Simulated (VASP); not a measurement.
Write the native input for VASP 6.6.1 that does the following.

```yaml
Task: single point
Functional: PBEsol
Potentials_or_basis: VASP PAW PBE potentials, release 64 (W_sv, C)
Cutoff: 520 eV
k_mesh: 10 × 10 × 1
Occupations: gaussian, width 0.1 eV
Spin: no spin polarisation
Dipole_correction: yes
Further_INCAR_settings: ALGO = Normal; EDIFF = 1e-06; NBANDS = 31
```

The structure of W3C lies in POSCAR:

```
W3C
1.0
    2.7317561349      0.0000000000      0.0000000000
   -0.9105853783      2.5755243833      0.0000000000
    0.0000000000      0.0000000000     21.3158546942
W C
3 1
Direct
    0.5000000000      0.5000000000      0.1876537468
    0.0000000000      0.0000000000      0.2888907691
    0.5000000000      0.5000000000      0.3901253228
    0.6666666667      0.6666666667      0.4717547027
```

The input as run:

INCAR

```
SYSTEM = W3C
PREC = Accurate
ENCUT = 520
EDIFF = 1E-6
ISMEAR = 0
SIGMA = 0.1
LREAL = .FALSE.
LASPH = .TRUE.
NELM = 60
ALGO = Normal
ISIF = 2
LWAVE = .FALSE.
LCHARG = .FALSE.
LDIPOL = .TRUE.
IDIPOL = 3
DIPOL = 0.5 0.5 0.335
GGA = PS
NBANDS = 31
```

KPOINTS

```
Automatic mesh
0
G
  10 10 1
  0 0 0
```

Potentials or basis: VASP PAW PBE potentials, release 64 (W_sv, C).

Launch:

```console
$ cat potpaw_PBE.64/W_sv/POTCAR potpaw_PBE.64/C/POTCAR > POTCAR
$ mpirun -np 1 vasp_std > vasp.out
```

Results of the run:

```
Largest force          : 2.984 eV/Å
Band gap on the k mesh : zero (bands 23 and 24 overlap by 1.46 eV)
```

Caveat: the PAW data sets were made with another functional, which shifts forces and pressure a little; spin-orbit coupling is left out, which moves the levels of the heavy elements.

It took 4.8 min on 1 thread of Intel(R) Xeon(R) Platinum 8259CL CPU @ 2.50GHz (Skylake/Cascade Lake), on a shared host, peak memory 0.31 GiB.
